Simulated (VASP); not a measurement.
BeZn2TeS2, 6 atoms in the cell. It takes space group P-4m2 (No. 115, tetragonal). The conventional cell has a = 3.817 Å, b = 3.817 Å, c = 11.697 Å, α = 90.00°, β = 90.00°, γ = 90.00°. Within 3.0 Å of Be (site symmetry -4m2) lie 4 S at 2.30 Å and 4 Zn at 2.70 Å. Within 3.0 Å of Zn (site symmetry -4m2) lie 4 S at 2.30 Å and 4 Be at 2.70 Å. Within 3.6 Å of Zn (site symmetry -4m2) lie 4 Te at 2.70 Å. Within 3.6 Å of Te (site symmetry -4m2) lie 4 Zn at 2.70 Å. S (site symmetry 2mm) has 2 Be at 2.30 Å and 2 Zn at 2.30 Å within 3.0 Å. The cell was generated, and may not be a known phase.

```yaml
Program: VASP 6.6.1
Task: single point
Functional: PBE
Potentials_or_basis: VASP PAW PBE potentials, release 64 (Be, Zn, Te, S)
Cutoff: 520 eV
k_mesh: 10 × 10 × 4
Occupations: gaussian, width 0.1 eV
Spin: no spin polarisation
Dipole_correction: no
Further_INCAR_settings: ALGO = Normal; EDIFF = 1e-06; NBANDS = 31
```

Potentials or basis: VASP PAW PBE potentials, release 64 (Be, Zn, Te, S).

Run with:

```bash
$ cat potpaw_PBE.64/Be/POTCAR potpaw_PBE.64/Zn/POTCAR potpaw_PBE.64/Te/POTCAR potpaw_PBE.64/S/POTCAR > POTCAR
$ mpirun -np 1 vasp_std > vasp.out
```

Hardware: 1 thread of AMD EPYC 9R45 96-Core Processor (Zen 5), with other jobs on the host.

Estimate the wall time of this run.

Run time: 2.5 min on 1 thread of AMD EPYC 9R45 96-Core Processor (Zen 5), with other jobs on the host, peak memory 0.45 GiB. Counts: scf iterations 14, k points 63.
